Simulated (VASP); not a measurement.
Wanted: the native input for a VASP 6.6.1 run.

```yaml
Task: single point
Functional: PBE
Potentials_or_basis: VASP PAW PBE potentials, release 64 (Cs_sv)
Cutoff: 520 eV
k_mesh: 12 × 12 × 12
Occupations: gaussian, width 0.15 eV
Spin: no spin polarisation
Dipole_correction: no
Further_INCAR_settings: ALGO = Fast; EDIFF = 1e-06; NBANDS = 10
```

The structure of Cs lies in POSCAR:

```
Cs
1.0
   -2.9431593750      3.0225000000      2.9431593750
    3.1018406250     -3.0225000000      3.1018406250
    2.9431593750      3.0225000000     -2.9431593750
Cs
1
Direct
    0.0000000000      0.0000000000      0.0000000000
```

This cell differs from its parent crystal: strain +0.0525 x Voigt [0, 0, 0, 0, 1, 0].

These files were run (other wordings do the same):

INCAR

```
PREC = Accurate ; ENCUT = 520
EDIFF = 1E-6 ; ISMEAR = 0
SIGMA = 0.15 ; LREAL = F
LASPH = T ; NELM = 60
ALGO = Fast ; ISIF = 2
LWAVE = F ; LCHARG = F
GGA = PE ; NBANDS = 10
```

KPOINTS

```
Automatic mesh
0
Gamma
  12 12 12
```

Potentials or basis: VASP PAW PBE potentials, release 64 (Cs_sv).

Run with:

```console
$ cat potpaw_PBE.64/Cs_sv/POTCAR > POTCAR
$ mpirun -np 1 vasp_std > vasp.out
```

It gave:

| Item | Value |
| --- | --- |
| Pressure | 0.1 GPa |
| Band gap on the k mesh | zero (an odd number of electrons rules out a gap without spin polarisation) |

Caveat: the cell differs from its parent crystal (strain +0.0525 x Voigt [0, 0, 0, 0, 1, 0]); spin-orbit coupling is left out, which moves the levels of the heavy elements.

Wall time 4.7 min on 1 thread of AMD EPYC 7R13, with other jobs on the host, peak memory 0.42 GiB.
